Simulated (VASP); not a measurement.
Set up this calculation in VASP 6.6.1, as the native input.

```
Task                   : single point
Functional             : PBE
Potentials or basis    : VASP PAW PBE potentials, release 64 (Nb_sv, P)
Cutoff                 : 520 eV
k mesh                 : 11 × 11 × 11
Occupations            : methfessel-paxton, width 0.15 eV
Spin                   : no spin polarisation
Dipole correction      : no
Further INCAR settings : ALGO = Normal; EDIFF = 1e-07; NBANDS = 26
```

The structure of NbP lies in POSCAR:

```
NbP
1.0
   -1.6969642414      1.6969642414      5.8156445815
    1.6969642414     -1.6969642414      5.8156445815
    1.6969642414      1.6969642414     -5.8156445815
Nb P
2 2
Direct
    0.7498808000      0.7498808000      0.0000000000
    0.4998808000      0.9998808000      0.5000000000
    0.3327477700      0.3327477700      0.0000000000
    0.0827477800      0.5827477800      0.5000000000
```

The input as run:

INCAR

```
PREC = Accurate ; ENCUT = 520
EDIFF = 1E-7 ; ISMEAR = 1
SIGMA = 0.15 ; LREAL = F
LASPH = T ; NELM = 60
ALGO = Normal ; ISIF = 2
LWAVE = F ; LCHARG = T
GGA = PE ; LELF = T
LVHAR = T ; NBANDS = 26
```

KPOINTS

```
Automatic mesh
0
Gamma
  11 11 11
```

Potentials or basis: VASP PAW PBE potentials, release 64 (Nb_sv, P).

Command:

```console
$ cat potpaw_PBE.64/Nb_sv/POTCAR potpaw_PBE.64/P/POTCAR > POTCAR
$ mpirun -np 1 vasp_std > vasp.out
```

It gave:

The pressure is -8.1 GPa, the largest force is 0.004 eV/Å and the band gap on the k mesh is zero (filled and empty bands touch).

Caveat: the cell stands under tension.

Run time: 5.5 min on 1 thread of Intel(R) Xeon(R) 6975P-C (Granite Rapids), on a shared host, peak memory 0.43 GiB.
